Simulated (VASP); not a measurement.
# CdTe (F-43m) in VASP: vibrations by perturbation theory with PBE

Aim: the vibrations by perturbation theory of CdTe with PBE.

Everything below comes from runs of VASP 6.6.1. Logs are shortened: lines on timing, memory, paths and dates and some standing lists are left out, and cuts for length are marked.

## 1. The cell of the first run

It takes space group F-43m (No. 216, cubic). The conventional cell has a = 6.619 Å, b = 6.619 Å, c = 6.619 Å, α = 90.00°, β = 90.00°, γ = 90.00°. Within 3.8 Å of Cd (site symmetry -43m) lie 4 Te at 2.87 Å. Within 3.8 Å of Te (site symmetry -43m) lie 4 Cd at 2.87 Å.

## 2. Vibrations by perturbation theory, PBE

File INCAR:

```
PREC = Accurate ; ENCUT = 500
EDIFF = 1E-8 ; ISMEAR = 0
SIGMA = 0.01 ; LREAL = False
LASPH = True ; NELM = 120
ALGO = Normal ; ISIF = 2
LWAVE = False ; LCHARG = True
GGA = PE ; IBRION = 8
NSW = 1 ; LEPSILON = True
GGA_COMPAT = False
```

File KPOINTS:

```
Automatic mesh
0
Gamma
  8 8 8
```

File POSCAR:

```
CdTe
1.0
    0.0000000000      3.3096311677      3.3096311677
    3.3096311677      0.0000000000      3.3096311677
    3.3096311677      3.3096311677      0.0000000000
Cd Te
1 1
Direct
    0.0000000000      0.0000000000      0.0000000000
    0.7500000000      0.7500000000      0.7500000000
```

Potentials or basis: VASP PAW PBE potentials, release 64 (Cd, Te).

On the command line:

```
$ cat potpaw_PBE.64/Cd/POTCAR potpaw_PBE.64/Te/POTCAR > POTCAR
$ mpirun -np 1 vasp_std > vasp.out
```

OUTCAR:

```text
PREC = Accurate
   ENCUT = 500
   EDIFF = 1E-8
   ISMEAR = 0
   LREAL = False
   LASPH = True
   NELM = 120
   ISIF = 2
   GGA = PE
   IBRION = 8
   NSW = 1
   LEPSILON = True

 ion  position               nearest neighbor table
   1  0.000  0.000  0.000-   2 2.87   2 2.87   2 2.87   2 2.87
   2  0.750  0.750  0.750-   1 2.87   1 2.87   1 2.87   1 2.87

  LATTYP: Found a face centered cubic cell.
 ALAT       =     6.6192623354

  Lattice vectors:

 A1 = (   0.0000000000,   3.3096311677,   3.3096311677)
 A2 = (   3.3096311677,   0.0000000000,   3.3096311677)
 A3 = (   3.3096311677,   3.3096311677,   0.0000000000)

Analysis of symmetry for initial positions (statically):
=====================================================================
 Subroutine PRICEL returns:
 Original cell was already a primitive cell.

 Routine SETGRP: Setting up the symmetry group for a
 face centered cubic supercell.

 Subroutine GETGRP returns: Found 24 space group operations
 (whereof 24 operations were pure point group operations)
 out of a pool of 48 trial point group operations.

The static configuration has the point symmetry T_d .

Analysis of symmetry for dynamics (positions and initial velocities):
=====================================================================
 Subroutine PRICEL returns:
 Original cell was already a primitive cell.

 Routine SETGRP: Setting up the symmetry group for a
 face centered cubic supercell.

 Subroutine GETGRP returns: Found 24 space group operations
 (whereof 24 operations were pure point group operations)
 out of a pool of 48 trial point group operations.

The dynamic configuration has the point symmetry T_d .

 Subroutine INISYM returns: Found 24 space group operations
 (whereof 24 operations are pure point group operations),
 and found     1 'primitive' translations

----------------------------------------------------------------------------------------

                                     Primitive cell

[... 616 lines left out ...]
 ------------------------------------------------------
          12.710246     0.000000     0.000000
          -0.000000    12.710246    -0.000000
           0.000000    -0.000000    12.710246
 ------------------------------------------------------

 PIEZOELECTRIC TENSOR (including local field effects)  for field in x, y, z        (e  Angst)
          XX          YY          ZZ          XY          YZ          ZX
  --------------------------------------------------------------------------------
  x    -0.00000    -0.00000    -0.00000     0.00000     3.16337    -0.00000
  y     0.00000    -0.00000     0.00000     0.00000    -0.00000     3.16337
  z    -0.00000    -0.00000    -0.00000     3.16337     0.00000     0.00000

 PIEZOELECTRIC TENSOR (including local field effects)  for field in x, y, z        (C/m^2)
          XX          YY          ZZ          XY          YZ          ZX
  --------------------------------------------------------------------------------
  x    -0.00000    -0.00000    -0.00000     0.00000     0.69902    -0.00000
  y     0.00000    -0.00000     0.00000     0.00000    -0.00000     0.69902
  z    -0.00000    -0.00000    -0.00000     0.69902     0.00000     0.00000

 BORN EFFECTIVE CHARGES (including local field effects) (in |e|, cummulative output)
 ---------------------------------------------------------------------------------
 ion    1
    1     2.40407     0.00000     0.00000
    2    -0.00000     2.40407    -0.00000
    3    -0.00000     0.00000     2.40407
 ion    2
    1    -2.40407     0.00000     0.00000
    2     0.00000    -2.40407     0.00000
    3     0.00000    -0.00000    -2.40407

 INTERNAL STRAIN TENSOR FOR ION    2 for displacements in x,y,z  (eV/Angst):
          X           Y           Z          XY          YZ          ZX
  --------------------------------------------------------------------------------
  x     0.00000     0.00000     0.00000     0.00000     4.42161     0.00000
  y     0.00000     0.00000     0.00000     0.00000     0.00000     4.42161
  z     0.00000     0.00000     0.00000     4.42161     0.00000     0.00000

 SECOND DERIVATIVES (NOT SYMMETRIZED)
 ------------------------------------
               1X          1Y          1Z          2X          2Y          2Z
  1X    -3.798920    0.000000    0.000000    3.798920    0.000000    0.000000
  1Y     0.000000   -3.798920    0.000000    0.000000    3.798920    0.000000
  1Z     0.000000    0.000000   -3.798920    0.000000    0.000000    3.798920
  2X     3.781744    0.000000    0.000000   -3.781744    0.000000    0.000000
  2Y     0.000000    3.781744    0.000000    0.000000   -3.781744    0.000000
  2Z     0.000000    0.000000    3.781744    0.000000    0.000000   -3.781744

 Eigenvectors and eigenvalues of the dynamical matrix
 ----------------------------------------------------

   1 f  =    3.937373 THz    24.739245 2PiTHz  131.336632 cm-1    16.283660 meV
             X         Y         Z           dx          dy          dz
      0.000000  0.000000  0.000000    -0.729911    0.000000    0.000000
      4.964447  4.964447  4.964447     0.683542    0.000000    0.000000
[... 21 lines left out ...]
   6 f/i=    0.004451 THz     0.027967 2PiTHz    0.148471 cm-1     0.018408 meV
             X         Y         Z           dx          dy          dz
      0.000000  0.000000  0.000000     0.000000    0.000000   -0.683542
      4.964447  4.964447  4.964447     0.000000    0.000000   -0.729911

--------------------------------------------------------------------------------------------------------

 MACROSCOPIC STATIC DIELECTRIC TENSOR IONIC CONTRIBUTION
 ------------------------------------------------------
           3.805510    -0.000000    -0.000000
          -0.000000     3.805510     0.000000
          -0.000000     0.000000     3.805510
 ------------------------------------------------------

 ELASTIC MODULI CONTR FROM IONIC RELAXATION (kBar)
 Direction    XX          YY          ZZ          XY          YZ          ZX
 --------------------------------------------------------------------------------
 XX          -0.0000     -0.0000     -0.0000     -0.0000      0.0000      0.0000
 YY          -0.0000     -0.0000     -0.0000     -0.0000     -0.0000      0.0000
 ZZ          -0.0000     -0.0000     -0.0000      0.0000     -0.0000      0.0000
 XY          -0.0000     -0.0000      0.0000   -119.6712      0.0000      0.0000
 YZ           0.0000     -0.0000     -0.0000      0.0000   -119.6712      0.0000
 ZX           0.0000      0.0000      0.0000      0.0000      0.0000   -119.6712
 --------------------------------------------------------------------------------

 PIEZOELECTRIC TENSOR IONIC CONTR  for field in x, y, z        (C/m^2)
          XX          YY          ZZ          XY          YZ          ZX
  --------------------------------------------------------------------------------
  x     0.00000    -0.00000    -0.00000     0.00000    -0.63500     0.00000
  y     0.00000     0.00000     0.00000     0.00000     0.00000    -0.63500
  z    -0.00000    -0.00000     0.00000    -0.63500     0.00000    -0.00000
```

OSZICAR:

```text
N       E                     dE             d eps       ncg     rms          rms(c)
DAV:   1     0.997212899536E+02    0.99721E+02   -0.80714E+03   754   0.115E+03
DAV:   2    -0.960183169859E+00   -0.10068E+03   -0.96772E+02   859   0.268E+02
[... 180 lines left out ...]
RMM:   6    -0.492192599173E-01   -0.15433E-05   -0.48227E-08  3966   0.308E-03    0.785E-04
RMM:   7    -0.492194873984E-01   -0.22748E-06    0.43355E-08  4040   0.927E-04    0.214E-04
RMM:   8    -0.492203486724E-01   -0.86127E-06    0.81887E-09  4086   0.351E-04    0.606E-05
RMM:   9    -0.492202076581E-01    0.14101E-06   -0.12895E-09  3950   0.148E-04    0.234E-05
RMM:  10    -0.492202956232E-01   -0.87965E-07   -0.21860E-09  4135   0.245E-05    0.665E-06
RMM:  11    -0.492203050057E-01   -0.93824E-08    0.91184E-10  3753   0.942E-06    0.178E-06
 Linear response finished
```

stdout:

```text
POSCAR found type information on POSCAR CdTe
 POSCAR found :  2 types and       2 ions
 scaLAPACK will be used
 LDA part: xc-table for (Slater+PW92), standard interpolation
 POSCAR, INCAR and KPOINTS ok, starting setup
 FFT: planning ... GRIDC
 FFT: planning ... GRID_SOFT
 FFT: planning ... GRID
 WAVECAR not read
 entering main loop
[... 24 lines left out ...]
 dielectric tensor                  component  3 :     1.782     1.442    12.710
 Linear response DOF=           2
 Linear response progress:
 first order change of Fermi-energy   0.18893E+00
 force on displaced ion       1 direction 1 :  -3.799   0.000   0.000
 Born effective charge ion    1 direction 1 :   2.360   0.000   0.000
 Linear response progress:
 first order change of Fermi-energy  -0.18868E+00
 force on displaced ion       2 direction 1 :  -3.782  -0.000  -0.000
 Born effective charge ion    2 direction 1 :  -2.446   0.000   0.000
 Born effective charges drift removed
 Linear response finished
```

Wall time 9.6 min (1 thread of Intel Xeon Platinum 8559C (Emerald Rapids), shared host); peak memory 0.4 GiB.

Results:

- Electronic dielectric tensor (diagonal): 12.71
- Born charges (mean of the diagonal): Cd +2.40; Te -2.40 e
- Highest phonon frequency at Γ, LO-TO splitting left out: 131 cm⁻¹

Phonon frequencies in cm⁻¹ (negative: imaginary):
```tsv
q point	frequencies
(0.000, 0.000, 0.000)	0 0 0 131 131 131
```

Electronic dielectric tensor:
```
12.71  0.00  0.00
 0.00 12.71  0.00
 0.00  0.00 12.71
```

Born effective charge tensors (e):
atom 1, Cd
```
2.40 0.00 0.00
0.00 2.40 0.00
0.00 0.00 2.40
```
atom 2, Te
```
-2.40  0.00  0.00
 0.00 -2.40  0.00
 0.00  0.00 -2.40
```

Caveat: spin-orbit coupling is left out, which moves the levels of the heavy elements.
